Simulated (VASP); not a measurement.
# CeO2 (Fm-3m) in VASP: settings compared

CeO2 is run at these levels: PBEsol, PBE; tasks: single point, relaxation of cell and atoms.

All numbers are computed with VASP 6.6.1; they aren't measurements. Logs are shortened: lines on timing, memory, paths and dates and some standing lists are left out, and cuts for length are marked.

## (1) The cell of the first run

The structure is cubic, space group Fm-3m (No. 225). Conventional cell: a = 5.398 Å, b = 5.398 Å, c = 5.398 Å, α = 90.00°, β = 90.00°, γ = 90.00°. Within 3.1 Å of Ce (site symmetry m-3m) lie 8 O at 2.34 Å. O (site symmetry -43m) has 4 Ce at 2.34 Å and 6 O at 2.70 Å within 3.1 Å.

## (2) Single point, PBEsol

INCAR

```
SYSTEM = CeO2
  ALGO = Normal
  EDIFF = 1E-6
  ENCUT = 600
  GGA = PS
  GGA_COMPAT = .FALSE.
  ISIF = 2
  ISMEAR = -1
  LASPH = .TRUE.
  LCHARG = .TRUE.
  LELF = .TRUE.
  LMAXMIX = 6
  LREAL = .FALSE.
  LVHAR = .TRUE.
  LWAVE = .FALSE.
  NBANDS = 19
  NELM = 200
  PREC = Accurate
  SIGMA = 0.02
```

KPOINTS

```
k-points
0
G
  8 8 8
  0 0 0
```

POSCAR

```
CeO2
1.0
    0.0000000000      2.6990300098      2.6990300098
    2.6990300098      0.0000000000      2.6990300098
    2.6990300098      2.6990300098      0.0000000000
Ce O
1 2
Direct
    0.0000000000      0.0000000000      0.0000000000
    0.2500000000      0.2500000000      0.2500000000
    0.7500000000      0.7500000000      0.7500000000
```

Potentials or basis: VASP PAW PBE potentials, release 64 (Ce, O).

Launch:

```sh
$ cat potpaw_PBE.64/Ce/POTCAR potpaw_PBE.64/O/POTCAR > POTCAR
$ mpirun -np 1 vasp_std > vasp.out
```

OUTCAR:

```text
SYSTEM = CeO2
   EDIFF = 1E-6
   ENCUT = 600
   GGA = PS
   ISIF = 2
   ISMEAR = -1
   LASPH = .TRUE.
   LREAL = .FALSE.
   NELM = 200
   PREC = Accurate

 ion  position               nearest neighbor table
   1  0.000  0.000  0.000-   3 2.34   3 2.34   2 2.34   3 2.34   2 2.34   2 2.34   3 2.34   2 2.34

   2  0.250  0.250  0.250-   1 2.34   1 2.34   1 2.34   1 2.34
   3  0.750  0.750  0.750-   1 2.34   1 2.34   1 2.34   1 2.34

  LATTYP: Found a face centered cubic cell.
 ALAT       =     5.3980600196

  Lattice vectors:

 A1 = (   0.0000000000,   2.6990300098,   2.6990300098)
 A2 = (   2.6990300098,   0.0000000000,   2.6990300098)
 A3 = (   2.6990300098,   2.6990300098,   0.0000000000)

Analysis of symmetry for initial positions (statically):
=====================================================================
 Subroutine PRICEL returns:
 Original cell was already a primitive cell.

 Routine SETGRP: Setting up the symmetry group for a
 face centered cubic supercell.

 Subroutine GETGRP returns: Found 48 space group operations
 (whereof 48 operations were pure point group operations)
 out of a pool of 48 trial point group operations.

The static configuration has the point symmetry O_h .

Analysis of symmetry for dynamics (positions and initial velocities):
=====================================================================
 Subroutine PRICEL returns:
 Original cell was already a primitive cell.

 Routine SETGRP: Setting up the symmetry group for a
 face centered cubic supercell.

 Subroutine GETGRP returns: Found 48 space group operations
 (whereof 48 operations were pure point group operations)
 out of a pool of 48 trial point group operations.

The dynamic configuration has the point symmetry O_h .

 Subroutine INISYM returns: Found 48 space group operations
 (whereof 48 operations are pure point group operations),
 and found     1 'primitive' translations

----------------------------------------------------------------------------------------

                                     Primitive cell

  volume of cell :      39.3236

  direct lattice vectors                    reciprocal lattice vectors
     0.000000000  2.699030010  2.699030010    -0.185251738  0.185251738  0.185251738
     2.699030010  0.000000000  2.699030010     0.185251738 -0.185251738  0.185251738
     2.699030010  2.699030010  0.000000000     0.185251738  0.185251738 -0.185251738

  length of vectors
     3.817004845  3.817004845  3.817004845     0.320865422  0.320865422  0.320865422

  position of ions in fractional coordinates (direct lattice)
     0.000000000  0.000000000  0.000000000
     0.250000000  0.250000000  0.250000000
     0.750000000  0.750000000  0.750000000

  ion indices of the primitive-cell ions
   primitive index   ion index
                 1           1
                 2           2
                 3           3

----------------------------------------------------------------------------------------

 KPOINTS: k-points

Automatic generation of k-mesh.
 Grid dimensions read from file:
 generate k-points for:    8    8    8

 Generating k-lattice:

  Cartesian coordinates                     Fractional coordinates (reciprocal lattice)
    -0.023156467  0.023156467  0.023156467     0.125000000  0.000000000  0.000000000
     0.023156467 -0.023156467  0.023156467     0.000000000  0.125000000  0.000000000
     0.023156467  0.023156467 -0.023156467     0.000000000  0.000000000  0.125000000

  Length of vectors
     0.040108178  0.040108178  0.040108178

  Shift w.r.t. Gamma in fractional coordinates (k-lattice)
     0.000000000  0.000000000  0.000000000

 Subroutine IBZKPT returns following result:
 ===========================================

 Found     29 irreducible k-points:

 Following reciprocal coordinates:
            Coordinates               Weight
  0.000000  0.000000  0.000000      1.000000
  0.125000  0.000000  0.000000      8.000000
  0.250000  0.000000  0.000000      8.000000
  0.375000  0.000000  0.000000      8.000000
  0.500000  0.000000  0.000000      4.000000
  0.125000  0.125000  0.000000      6.000000
[... 16 lines left out ...]
  0.500000  0.250000  0.125000     48.000000
 -0.375000  0.250000  0.125000     24.000000
 [... further k-points ...]
   k-points           NKPTS =     29   k-points in BZ     NKDIM =     29   number of bands    NBANDS=     19
   number of dos      NEDOS =    301   number of ions     NIONS =      3
   total plane-waves  NPLWV =  27000
   dimension x,y,z NGX =    30 NGY =   30 NGZ =   30
   dimension x,y,z NGXF=    60 NGYF=   60 NGZF=   60
   ions per type =               1   2
   NGX,Y,Z   is equivalent  to a cutoff of  13.07, 13.07, 13.07 a.u.
   NGXF,Y,Z  is equivalent  to a cutoff of  26.13, 26.13, 26.13 a.u.
 SYSTEM =  CeO2
   PREC   = accura    normal or accurate (medium, high low for compatibility)
   ISTART =      0    job   : 0-new  1-cont  2-samecut
   ICHARG =      2    charge: 1-file 2-atom 10-const
   ISPIN  =      1    spin polarized calculation?
   LNONCOLLINEAR =      F non collinear calculations
   LSORBIT =      F    spin-orbit coupling
   LASPH  =      T    aspherical Exc in radial PAW
   ENCUT  =  600.0 eV  44.10 Ry    6.64 a.u.   7.62  7.62  7.62*2*pi/ulx,y,z
   NELM   =    200;   NELMIN=  2; NELMDL= -5     # of ELM steps
   EDIFF  = 0.1E-05   stopping-criterion for ELM
   LREAL  =      F    real-space projection
   EDIFFG = 0.1E-04   stopping-criterion for IOM
   NSW    =      0    number of steps for IOM
   IBRION =     -1    ionic relax: 0-MD 1-quasi-New 2-CG
   NFREE  =      0    steps in history (QN), initial steepest desc. (CG)
   ISIF   =      2    stress and relaxation
   ISYM   =      2    0-nonsym 1-usesym 2-fastsym
   POTIM  = 0.5000    time-step for ionic-motion
   TEBEG  =    0.0;   TEEND  =   0.0 temperature during run
   PSTRESS=    0.0 pullay stress
   NELECT =      24.0000    total number of electrons
   NUPDOWN=      -1.0000    fix difference up-down
   EMIN   =  10.00;   EMAX   =-10.00  energy-range for DOS
   EFERMI =   0.00;   METHOD = LEGACY
   ISMEAR =    -1;   SIGMA  =   0.02  broadening in eV -4-tet -1-fermi 0-gaus
   EFERMI_NEDOS =   21; number of points for ismear=-14 and -15
   IALGO  =     38    algorithm
   IMIX   =      4    mixing-type and parameters
     AMIX     =   0.40;   BMIX     =  1.00
     AMIX_MAG =   1.60;   BMIX_MAG =  1.00
  volume/ion in A,a.u.               =      13.11        88.46
  Fermi-wavevector in a.u.,A,eV,Ry     =   1.388654  2.624176 26.236948  1.928361
  Thomas-Fermi vector in A             =   2.512760
   LORBIT       =      0    0 simple, 1 ext, 2 COOP (PROOUT), +10 PAW based schemes
   GGA     = PS    functional components
   LHFCALC =     F    Hartree Fock is set to
   AEXX    =    0.0000 exact exchange contribution
   IVDW    =     0    specifies the selected vdW correction
   LEPSILON=     F    determine dielectric tensor
   LRPA    =     F    only Hartree local field effects (RPA)
 non-spin polarized calculation
  energy-cutoff  :      600.00
  volume of cell :       39.32
 maximum number of plane-waves:      1363
   NGX = 15   NGY = 15   NGZ = 15

 number of electron      23.9999993 magnetization

 Free energy of the ion-electron system (eV)
  ---------------------------------------------------
  ext. energy  EPLUGINS =         0.00000000
  ---------------------------------------------------
  free energy    TOTEN  =       -27.54882591 eV

  energy without entropy =      -27.54882591  energy(sigma->0) =      -27.54882591

 E-fermi :   5.7719     XC(G=0): -11.6340

 val. band max:        5.2866639189   @ k =  -0.2500   0.2500   0.0000
 cond. band min:       7.2586906388   @ k =   0.5000   0.0000   0.0000
 fundamental gap:      1.9720267200
 Fermi energy:         5.7719386680

 k-point     1 :       0.0000    0.0000    0.0000
  band No.  band energies     occupation
      1     -27.1157      2.00000
      2     -10.9927      2.00000
      3     -10.0171      2.00000
      4      -9.2490      2.00000
      5      -9.2490      2.00000
      6      -9.2490      2.00000
[... 11 lines left out ...]
     18       8.2781      0.00000
     19       8.2781      0.00000

 k-point     2 :       0.1250    0.0000    0.0000
  band No.  band energies     occupation
      1     -27.0841      2.00000
      2     -11.5401      2.00000
      3     -10.1472      2.00000
      4      -9.2884      2.00000
      5      -9.2884      2.00000
      6      -8.6799      2.00000
[... 11 lines left out ...]
     18       8.1831      0.00000
     19       8.1831      0.00000

 k-point     3 :       0.2500    0.0000    0.0000
  band No.  band energies     occupation
      1     -27.0064      2.00000
      2     -12.3680      2.00000
      3     -10.4660      2.00000
      4      -9.3808      2.00000
      5      -9.3808      2.00000
      6      -7.7494      2.00000
[... 11 lines left out ...]
     18       8.0779      0.00000
     19       8.0779      0.00000

 k-point     4 :       0.3750    0.0000    0.0000
  band No.  band energies     occupation
      1     -26.9265      2.00000
      2     -12.9783      2.00000
      3     -10.7485      2.00000
      4      -9.4695      2.00000
      5      -9.4695      2.00000
      6      -7.0173      2.00000
[... 407 lines left out ...]
     18       7.9169      0.00000
     19       8.0788      0.00000

 k-point    23 :       0.5000    0.2500    0.1250
  band No.  band energies     occupation
      1     -26.8826      2.00000
      2     -12.9087      2.00000
      3     -11.7789      2.00000
      4      -9.6197      2.00000
      5      -8.4005      2.00000
      6      -7.2095      2.00000
[... 11 lines left out ...]
     18       7.8997      0.00000
     19       8.2252      0.00000

 k-point    24 :      -0.3750    0.2500    0.1250
  band No.  band energies     occupation
      1     -26.8553      2.00000
      2     -12.9752      2.00000
      3     -12.0383      2.00000
      4      -9.6647      2.00000
      5      -8.2132      2.00000
      6      -7.1316      2.00000
[... 11 lines left out ...]
     18       7.8917      0.00000
     19       8.3169      0.00000

 [... further k-points ...]

------------------------ aborting loop because EDIFF is reached ----------------------------------------

  FORCE on cell =-STRESS in cart. coord.  units (eV):
  Direction    XX          YY          ZZ          XY          YZ          ZX
  --------------------------------------------------------------------------------------
  -------------------------------------------------------------------------------------
  Total       -0.0178549     -0.0178549     -0.0178549      0.0000000      0.0000000      0.0000000
  in kB       -0.7274714     -0.7274714     -0.7274714      0.0000000      0.0000000      0.0000000
  external PRESSURE =      -0.7274714 kB  Pullay stress =       0.0000000 kB

 VOLUME and BASIS-vectors are now :
 -----------------------------------------------------------------------------
  energy-cutoff  :      600.00
  volume of cell :       39.32
      direct lattice vectors                 reciprocal lattice vectors
     0.000000000  2.699030010  2.699030010    -0.185251738  0.185251738  0.185251738
     2.699030010  0.000000000  2.699030010     0.185251738 -0.185251738  0.185251738
     2.699030010  2.699030010  0.000000000     0.185251738  0.185251738 -0.185251738

 POSITION                                       TOTAL-FORCE (eV/Angst)
 -----------------------------------------------------------------------------------
      0.00000      0.00000      0.00000         0.000000     -0.000000      0.000000
      1.34952      1.34952      1.34952        -0.000000      0.000000     -0.000000
      4.04855      4.04855      4.04855         0.000000     -0.000000      0.000000
 -----------------------------------------------------------------------------------
    total drift:                                0.000000     -0.000000      0.000000

  FREE ENERGIE OF THE ION-ELECTRON SYSTEM (eV)
  ---------------------------------------------------
  free  energy   TOTEN  =       -27.5488259086 eV

  energy  without entropy=      -27.5488259086  energy(sigma->0) =      -27.54882591
```

Run time: 20 s. Hardware: 1 thread of Intel Xeon 6975P-C (Granite Rapids), shared host; peak memory 0.19 GiB.

Results:

```yaml
Free_energy: -27.5488 eV
Pressure: -0.1 GPa
Band_gap_on_the_k_mesh: 1.97 eV (least direct gap 2.08 eV)
```

Caveat: the PAW data sets were made with another functional, which shifts forces and pressure a little; spin-orbit coupling is left out, which moves the levels of the heavy elements. Spin polarisation is off, so any magnetic state and its effect on volume and gap are missing.

## (3) Single point, PBE

This run uses another cell than the first one, of 13.60 Å³/atom.

INCAR

```
SYSTEM = CeO2
ALGO = Normal ; EDIFF = 1E-6
ENCUT = 600 ; GGA = PE
GGA_COMPAT = .False. ; ISIF = 2
ISMEAR = -1 ; LASPH = .True.
LCHARG = .False. ; LMAXMIX = 6
LREAL = .False. ; LWAVE = .False.
NBANDS = 19 ; NELM = 200
PREC = Accurate ; SIGMA = 0.02
```

KPOINTS

```
k-points
0
Gamma
  8 8 8
  0 0 0
```

POSCAR

```
CeO2
1.0
    0.0000000000      2.7321936134      2.7321936134
    2.7321936134      0.0000000000      2.7321936134
    2.7321936134      2.7321936134      0.0000000000
Ce O
1 2
Direct
    0.0000000000      0.0000000000      0.0000000000
    0.2500000000      0.2500000000      0.2500000000
    0.7500000000      0.7500000000      0.7500000000
```

Potentials or basis: VASP PAW PBE potentials, release 64 (Ce, O).

Launch:

```sh
$ cat potpaw_PBE.64/Ce/POTCAR potpaw_PBE.64/O/POTCAR > POTCAR
$ mpirun -np 1 vasp_std > vasp.out
```

Run time: 18 s. Hardware: 1 thread of Intel Xeon 6975P-C (Granite Rapids), shared host; peak memory 0.2 GiB.

It converged, with:

```
Free energy            : -26.2350 eV
Pressure               : -0.1 GPa
Band gap on the k mesh : 1.87 eV (least direct gap 1.97 eV)
```

Levels at points of the mesh, in eV from the valence-band top:
| k point | band 9 | band 10 | band 11 | band 12 | band 13 | band 14 | band 15 | band 16 |
| --- | --- | --- | --- | --- | --- | --- | --- | --- |
| (0.00, 0.00, 0.00) | -3.70 | -0.57 | -0.57 | -0.57 | 2.17 | 2.17 | 2.17 | 2.40 |
| (0.50, 0.00, 0.00) | -1.25 | -1.18 | -0.78 | -0.78 | 1.87 | 2.04 | 2.04 | 2.18 |
| (0.50, 0.50, 0.00) | -1.19 | -0.73 | -0.73 | -0.58 | 1.91 | 1.99 | 1.99 | 2.15 |

Caveat: spin-orbit coupling is left out, which moves the levels of the heavy elements. Spin polarisation is off, so any magnetic state and its effect on volume and gap are missing.

## (4) Relaxation of cell and atoms, PBE

This run uses another cell than the first one, of 13.62 Å³/atom.

INCAR

```
SYSTEM = CeO2
  PREC = Accurate
  ENCUT = 600
  EDIFF = 1E-7
  ISMEAR = -1
  SIGMA = 0.02
  LREAL = .False.
  LASPH = .True.
  NELM = 200
  ALGO = Normal
  ISIF = 3
  LWAVE = .False.
  LCHARG = .False.
  GGA = PE
  IBRION = 2
  NSW = 80
  EDIFFG = -0.005
  GGA_COMPAT = .False.
  NELMIN = 4
  LMAXMIX = 6
```

KPOINTS

```
Automatic mesh
0
Gamma
  8 8 8
  0 0 0
```

POSCAR

```
CeO2
1.0
    0.0000000000      2.7337251739      2.7337251739
    2.7337251739      0.0000000000      2.7337251739
    2.7337251739      2.7337251739      0.0000000000
Ce O
1 2
Direct
    0.0000000000      0.0000000000      0.0000000000
    0.2500000000      0.2500000000      0.2500000000
    0.7500000000      0.7500000000      0.7500000000
```

Launch:

```sh
$ cat potpaw_PBE.64/Ce/POTCAR potpaw_PBE.64/O/POTCAR > POTCAR
$ mpirun -np 1 vasp_std > vasp.out
```

It took 34 s on 1 thread of Intel Xeon 6975P-C (Granite Rapids), shared host; peak memory 0.2 GiB.

Results (log left out):

```
Free energy                           : -26.2352 eV
Relaxed volume                        : 13.59 Å³/atom
Relaxed cell                          : a = 3.863 Å, b = 3.863 Å, c = 3.863 Å, α = 60.00°, β = 60.00°, γ = 60.00°
Space group after relaxing (to 0.1 Å) : Fm-3m (No. 225)
Energy gained by relaxing             : 0.0 meV/atom
Ionic steps                           : 3
Pressure after relaxing               : 0.0 GPa
Band gap on the k mesh                : 1.87 eV (least direct gap 1.97 eV)
```

Step by step:
```
step  energy change (eV)  largest force (eV/Å)  pressure (GPa)  volume (Å³)
   1              0.0000                0.0000           -0.43        40.86
   2              0.0000                0.0000            0.49        40.65
   3             -0.0001                0.0000            0.00        40.76
```

Final structure:
```cif
data_structure
_symmetry_space_group_name_H-M 'P 1'
_symmetry_Int_Tables_number 1
_cell_length_a 3.8629
_cell_length_b 3.8629
_cell_length_c 3.8629
_cell_angle_alpha 60.000
_cell_angle_beta 60.000
_cell_angle_gamma 60.000
_cell_volume 40.76
loop_
_atom_site_label
_atom_site_type_symbol
_atom_site_fract_x
_atom_site_fract_y
_atom_site_fract_z
_atom_site_occupancy
Ce1 Ce 0.00000 0.00000 0.00000 1
O1 O 0.25000 0.25000 0.25000 1
O2 O 0.75000 0.75000 0.75000 1
```

Levels at points of the mesh, in eV from the valence-band top:
```
           k point  band 9  band 10  band 11  band 12  band 13  band 14  band 15  band 16
(0.00, 0.00, 0.00)   -3.71    -0.57    -0.57    -0.57     2.17     2.17     2.17     2.40
(0.50, 0.00, 0.00)   -1.25    -1.18    -0.78    -0.78     1.87     2.04     2.04     2.18
(0.50, 0.50, 0.00)   -1.19    -0.74    -0.74    -0.58     1.91     2.00     2.00     2.15
```

Caveat: spin-orbit coupling is left out, which moves the levels of the heavy elements. A k mesh can miss the band edges.

(Continued in part 2 of 2.)
